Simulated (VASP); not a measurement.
GaAs3: single point with PBE

GaAs3:

```
Ga As
1.0
     3.51691    0.00000    0.00000
     0.00000    3.51691    0.00000
     0.00000    0.00000    6.39050
Ga As
1 3
Direct
  0.50000 0.50000 0.00000
  0.00000 0.00000 0.28019
  0.00000 0.00000 0.71981
  0.50000 0.50000 0.50000
```

The cell was built from a structure type or drawn by symmetry, and may not be a known phase.

```
Program                : VASP 6.6.1
Task                   : single point
Functional             : PBE
Potentials or basis    : VASP PAW PBE potentials, release 64 (Ga_d, As)
Cutoff                 : 500 eV
k mesh                 : 5 × 5 × 3
Occupations            : gaussian, width 0.2 eV
Spin                   : no spin polarisation
Dipole correction      : no
Further INCAR settings : ALGO = Normal; EDIFF = 1e-06; NBANDS = 22
```

```json
{"Pressure": "0.1 GPa", "Largest force": "0.012 eV/Å", "Band gap on the k mesh": "zero (bands 14 and 15 overlap by 2.10 eV)"}
```

Forces in eV/Å, atoms in the order of the input:
```
Ga   0.000  0.000  0.000
As   0.000  0.000  0.012
As   0.000  0.000 -0.012
As   0.000  0.000  0.000
```

Stress tensor (GPa, compression positive):
```
 0.29  0.00  0.00
 0.00  0.29  0.00
 0.00  0.00 -0.26
```

Levels at points of the mesh, in eV from the Fermi level:
| k point | band 10 | band 11 | band 12 | band 13 | band 14 | band 15 | band 16 | band 17 |
| --- | --- | --- | --- | --- | --- | --- | --- | --- |
| (0.00, 0.00, 0.00) | -2.67 | -2.67 | -0.56 | 0.58 | 0.83 | 0.83 | 0.98 | 2.82 |

Wall time 15 s on 1 thread of Intel(R) Xeon(R) Platinum 8488C (Sapphire Rapids), on a shared host, peak memory 0.18 GiB.
